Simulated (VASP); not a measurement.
Here is a VASP 6.6.1 calculation.

Contents of INCAR:

```
  PREC = Accurate
  ENCUT = 600
  EDIFF = 1E-6
  ISMEAR = 0
  SIGMA = 0.01
  LREAL = False
  LASPH = True
  NELM = 120
  ALGO = Normal
  ISIF = 2
  LWAVE = False
  LCHARG = False
  GGA = PE
  NBANDS = 18
  GGA_COMPAT = False
```

The input KPOINTS:

```
regular mesh
0
Gamma
  3 3 3
```

Contents of POSCAR:

```
HfO2
1.0
    0.0000000000      2.5575000000      2.5575000000
    2.5575000000      0.0000000000      2.5575000000
    2.5575000000      2.5575000000      0.0000000000
Hf O
1 2
Direct
    0.0000000000      0.0000000000      0.0000000000
    0.2500000000      0.2500000000      0.2500000000
    0.7500000000      0.7500000000      0.7500000000
```

Potentials or basis: VASP PAW PBE potentials, release 64 (Hf_pv, O).

Command:

```sh
$ cat potpaw_PBE.64/Hf_pv/POTCAR potpaw_PBE.64/O/POTCAR > POTCAR
$ mpirun -np 1 vasp_std > vasp.out
```

**Question.** What does it give for the pressure?

**Answer.** -6.2 GPa.

**Question.** What does it give for the band gap on the k mesh?

**Answer.** 4.41 eV, direct.

Caveat: the k points lie up to 0.71 Å⁻¹ apart; spin-orbit coupling is left out, which moves the levels of the heavy elements. A k mesh can miss the band edges.
